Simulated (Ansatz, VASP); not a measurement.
# Two plane-wave programs on ScFeC4N4

```xyz
10
Lattice="6.0368 0.0000 0.0000 0.0000 6.0368 0.0000 0.0000 0.0000 6.0368" Properties=species:S:1:pos:R:3 pbc="T T T"
Sc    3.0184    3.0184    3.0184
Fe    0.0000    0.0000    0.0000
C     1.1189    1.1189    1.1189
C     1.1189    4.9179    4.9179
C     4.9179    1.1189    4.9179
C     4.9179    4.9179    1.1189
N     1.7944    1.7944    1.7944
N     1.7944    4.2424    4.2424
N     4.2424    1.7944    4.2424
N     4.2424    4.2424    1.7944
```

Alike in both runs: task single point; functional PBE; k mesh 4 × 4 × 4; occupations gaussian, width 0.1 eV; collinear spin.

```csv
,VASP,Ansatz
version,VASP 6.6.1,Ansatz 0.2.0
potentials or method,"VASP PAW PBE potentials, release 64 (Sc_sv, Fe, C, N), cutoff 520 eV","scalar-relativistic, plane waves, PAW"
valence electrons in the cell,55,63
```

Ansatz gave:

| Quantity | Value |
| --- | --- |
| gap on the k mesh at the Fermi level (eV) | 0.63 |
| least direct gap on the mesh (eV) | 0.63 |
| pressure (GPa) | -0.1 |
| rms of the force components (eV/Å) | 0.907 |
| net moment per atom (μB) | 0.30 |
| size of the moment on the site where the two differ most (μB) | 2.02 |

Q: What did VASP give for the same quantities?

A: gap on the k mesh at the Fermi level (eV): 0.63; least direct gap on the mesh (eV): 0.63; pressure (GPa): 0.4; rms of the force components (eV/Å): 1.077; net moment per atom (μB): 0.30; size of the moment on the site where the two differ most (μB): 2.33.

Site moments also hang on the region over which each program counts them. Atom by atom the forces differ by 0.170 eV/Å (rms over components). With one functional, cell and mesh, what is left measures potentials, basis and numerics. VASP's potentials hold 55 valence electrons a cell and Ansatz's 63, so a difference there can come from the potentials and not from the codes.

Noted on VASP's run: the standard files for N, O and F lose accuracy on very short bonds.
